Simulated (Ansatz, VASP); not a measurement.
**AlN: VASP beside Ansatz**

File POSCAR:

```
AlN
1.0
    3.3569190405      0.0000000000      0.0000000000
   -1.6784595203      2.9071771675      0.0000000000
    0.0000000000      0.0000000000      4.2180960556
Al N
2 2
Direct
    0.3333333333      0.6666666667      0.2500000000
    0.6666666667      0.3333333333      0.7500000000
    0.6666666667      0.3333333333      0.2500000000
    0.3333333333      0.6666666667      0.7500000000
```

File INCAR.step1:

```
SYSTEM = AlN
PREC = Accurate
ENCUT = 520
ISMEAR = 0
SIGMA = 0.01
LREAL = .False.
LASPH = .True.
NELM = 60
NBANDS = 16
GGA = PE
ALGO = Normal
EDIFF = 1E-4
LWAVE = .True.
LCHARG = .False.
```

The input INCAR.step2:

```
SYSTEM = AlN
PREC = Accurate
ENCUT = 520
EDIFF = 1E-7
ISMEAR = 0
SIGMA = 0.01
LREAL = .False.
LASPH = .True.
NELM = 60
ALGO = Normal
ISIF = 2
LWAVE = .False.
LCHARG = .True.
METAGGA = R2SCAN
LMIXTAU = .True.
LELF = .True.
LVHAR = .True.
NBANDS = 16
ISTART = 1
```

KPOINTS

```
regular mesh
0
Gamma
  9 9 6
  0 0 0
```

Input for Ansatz:

```yaml
crystal:
  lattice:
    - [3.3569190405, 0.0, 0.0]
    - [-1.6784595203, 2.9071771675, 0.0]
    - [0.0, 0.0, 4.2180960556]
  atoms:
    - { symbol: Al, position: [0.3333333333, 0.6666666667, 0.25] }
    - { symbol: Al, position: [0.6666666667, 0.3333333333, 0.75] }
    - { symbol: "N", position: [0.6666666667, 0.3333333333, 0.25] }
    - { symbol: "N", position: [0.3333333333, 0.6666666667, 0.75] }
kpoints:
  mp_grid: { grid: [9, 9, 6] }
hamiltonian:
  xc: r2scan
scf:
  occupations: { method: fixed }
  n_extra_bands: 5
output:
  forces: true
  stress: true
  eigenvalues: true
```

Alike in both runs: task single point; functional r2SCAN; k mesh 9 × 9 × 6; no spin polarisation.

|  | VASP | Ansatz |
| --- | --- | --- |
| version | VASP 6.6.1 | Ansatz 0.2.0 |
| potentials or method | VASP PAW PBE potentials, release 64 (Al, N) | plane waves, PAW |
| plane-wave cutoff (eV) | 520 | 500 |
| occupations | gaussian, width 0.01 eV | fixed |
| valence electrons in the cell | 16 | 16 |

```csv
,VASP,Ansatz,Ansatz less VASP
gap on the k mesh at the Fermi level (eV),3.61,3.58,-0.029
pressure (GPa),-12.3,-11.8,+0.52
"traceless stress, the component that is largest in VASP (GPa)",1.17,1.36,+0.196
```

VASP's potentials were made for PBE, not for r2SCAN.
